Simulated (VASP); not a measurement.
Runs of VASP 6.6.1 on Sc. The structure is that of space group Fd-3m (No. 227), or close to it. The cells are those of the table. This isn't the form of Sc at room conditions, which is hcp.

| task | cell | cutoff (eV) | gap on the mesh (eV) | pressure (GPa) |
| --- | --- | --- | --- | --- |
| single point | a = 3.897 Å, angles 60.0°, 2 atoms | 520 | none | (a) |
| relaxation of cell and atoms | relaxed to 20 GPa from a = 4.511 Å, angles 60.0°, 2 atoms | 600 | none | 20.3 |
| relaxation of cell and atoms | relaxed to 5 GPa from a = 4.511 Å, angles 60.0°, 2 atoms | 600 | none | 5.1 |
| single point | a = 3.595 Å, angles 60.0°, 2 atoms | 520 | none | 22.9 |
| relaxation of cell and atoms | relaxed from a = 4.511 Å, angles 60.0°, 2 atoms | 600 | none | 0.1 |
| relaxation of cell and atoms | relaxed to 10 GPa from a = 4.511 Å, angles 60.0°, 2 atoms | 600 | none | 9.9 |
| single point | a = 3.779 Å, angles 60.0°, 2 atoms | 520 | none | 11.3 |
| single point | a = 4.507 Å, angles 60.0°, 2 atoms | 520 | none | 0.1 |

Alike in all rows: level r2SCAN; potentials or basis VASP PAW PBE potentials, release 64 (Sc_sv); no spin polarisation; k mesh 6 × 6 × 6; smearing methfessel-paxton 0.05 eV.

**Question.** Estimate the missing entries.

**Answer.** (a) 5.8.

Caveats: the PAW data sets were made with another functional, which shifts forces and pressure a little; the cell stands under pressure (at least some runs); the cell is relaxed towards a set pressure, so the run minimises the enthalpy, not the energy (at least some runs); the relaxation stopped at its first step, so nothing moved (at least some runs).

A gap of «none» marks levels without a gap at the run's occupations.
